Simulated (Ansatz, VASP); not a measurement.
# HfC in VASP and in Ansatz

```xyz
2
Lattice="0.0000 2.3250 2.3250 2.3250 0.0000 2.3250 2.3250 2.3250 0.0000" Properties=species:S:1:pos:R:3 pbc="T T T"
Hf    2.3250    2.3250    2.3250
C     0.0000    0.0000    0.0000
```

Alike in both runs: task relaxation of cell and atoms; functional PBEsol; k mesh 12 × 12 × 12; occupations gaussian, width 0.1 eV; no spin polarisation.

```csv
,VASP,Ansatz
version,VASP 6.6.1,Ansatz 0.2.0
potentials or method,"VASP PAW PBE potentials, release 64 (Hf_pv, C), cutoff 600 eV","plane-wave PAW, scalar-relativistic"
valence electrons in the cell,14,30
```

Ansatz gave:

```
relaxed volume (Å³/atom)                                     : 12.23
relaxed cell length with the largest relative difference (Å) : 3.258
```

**Question.** What did VASP give for the same quantities?

**Answer.** Relaxed volume (Å³/atom): 12.20; relaxed cell length with the largest relative difference (Å): 3.256.

VASP's potentials were made for PBE, not for PBEsol, and Ansatz warns of the same on its side. VASP's potentials hold 14 valence electrons a cell and Ansatz's 30, so a difference there can come from the potentials and not from the codes.

Spin-orbit coupling is off throughout.
